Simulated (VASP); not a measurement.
Crystal: ZnCd3SO.

```
Zn Cd S O
1.0
     3.70999    0.00000    0.00000
     0.00000    3.70999    0.00000
     0.00000    0.00000   10.07039
Zn Cd S O
1 3 1 1
Direct
  0.50000 0.50000 0.00000
  0.50000 0.50000 0.25697
  0.50000 0.50000 0.74303
  0.00000 0.00000 0.00000
  0.50000 0.50000 0.50000
  0.00000 0.00000 0.50000
```

The cell was built from a structure type or drawn by symmetry, and may not be a known phase.

| Quantity | Value |
| --- | --- |
| Program | VASP 6.6.1 |
| Task | relaxation of cell and atoms |
| Functional | PBE |
| Potentials or basis | VASP PAW PBE potentials, release 64 (Zn, Cd, S, O) |
| Cutoff | 600 eV |
| k mesh | 6 × 6 × 2 |
| Occupations | gaussian, width 0.1 eV |
| Spin | collinear spin, ferromagnetic start |
| Starting moments | [0.0, 0.0, 0.0, 0.0, 0.0, 0.39] μB |

At the start: pressure -1.0 GPa; volume 23.10 Å³/atom.

Q: Where does the relaxation end?

A: Over 5 steps the energy falls by 13.9 meV/atom and the volume is 22.13 Å³/atom (-4.2 %); space group P4/mmm (No. 123, to 0.1 Å) before and after; moment 0.00 μB per cell.

Step by step:
| step | energy change (eV) | largest force (eV/Å) | pressure (GPa) | volume (Å³) |
| --- | --- | --- | --- | --- |
| 1 | 0.0000 | 0.2144 | -0.97 | 138.61 |
| 2 | -0.0695 | 0.1215 | -0.72 | 135.79 |
| 3 | -0.0815 | 0.0739 | -0.43 | 134.24 |
| 4 | -0.0817 | 0.0672 | -0.36 | 133.98 |
| 5 | -0.0834 | 0.0029 | 0.07 | 132.80 |

Final structure:
```cif
data_structure
_symmetry_space_group_name_H-M 'P 1'
_symmetry_Int_Tables_number 1
_cell_length_a 3.5992
_cell_length_b 3.5992
_cell_length_c 10.2514
_cell_angle_alpha 90.000
_cell_angle_beta 90.000
_cell_angle_gamma 90.000
_cell_volume 132.80
loop_
_atom_site_label
_atom_site_type_symbol
_atom_site_fract_x
_atom_site_fract_y
_atom_site_fract_z
_atom_site_occupancy
Zn1 Zn 0.50000 0.50000 0.00000 1
Cd1 Cd 0.50000 0.50000 0.25903 1
Cd2 Cd 0.50000 0.50000 0.74097 1
Cd3 Cd 0.00000 0.00000 0.00000 1
S1 S 0.50000 0.50000 0.50000 1
O1 O 0.00000 0.00000 0.50000 1
```
